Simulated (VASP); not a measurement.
The system is KI.

```
K I
1.0
     0.00000    3.54428    3.54428
     3.54428    0.00000    3.54428
     3.54428    3.54428    0.00000
K I
1 1
Direct
  0.00000 0.00000 0.00000
  0.50000 0.50000 0.50000
```

Base run:

| Item | Value |
| --- | --- |
| Program | VASP 6.6.1 |
| Functional | PBE |
| Potentials or basis | VASP PAW PBE potentials, release 64 (K_sv, I) |
| Cutoff | 520 eV |
| k mesh | 4 × 4 × 4 |
| Occupations | gaussian, width 0.01 eV |
| Spin | no spin polarisation |

Its results: band gap on the k mesh 3.94 eV; pressure 0.5 GPa.

Problem. The run is repeated on the same cell with these changes: functional from PBE to r2SCAN; k mesh from 4 × 4 × 4 to 6 × 6 × 6. What comes out?

Solution. Band gap on the k mesh 4.58 eV; pressure 0.0 GPa.

Several settings changed at once.

Caveats: spin-orbit coupling is left out, which moves the levels of the heavy elements; the PAW data sets were made with another functional, which shifts forces and pressure a little (at least some runs).

